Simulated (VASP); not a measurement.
The system is SiC.

```xyz
2
Lattice="0.0000 2.1781 2.1781 2.1781 0.0000 2.1781 2.1781 2.1781 0.0000" Properties=species:S:1:pos:R:3 pbc="T T T"
Si    0.0000    0.0000    0.0000
C     1.0890    1.0890    1.0890
```

Program: VASP 6.6.1. Alike in all runs: task single point; no spin polarisation; cell as given; cutoff (eV) 520; smearing gaussian 0.01 eV.

**Question.** Order these runs on this cell by their pressure, lowest first.
A. level LDA; potentials or basis VASP PAW LDA potentials, release 64 (Si, C); k mesh 6 × 6 × 6
B. level HSE06; potentials or basis VASP PAW PBE potentials, release 64 (Si, C); k mesh 6 × 6 × 6; grid for exact exchange (PRECFOCK) Normal; screening parameter 0.2079 1/Å
C. level PBE; potentials or basis VASP PAW PBE potentials, release 64 (Si, C); k mesh 8 × 8 × 8

**Answer.** A (-3.7 GPa), B (-1.5 GPa), C (3.5 GPa).

Caveats: the PAW data sets were made with another functional, which shifts forces and pressure a little (some runs).
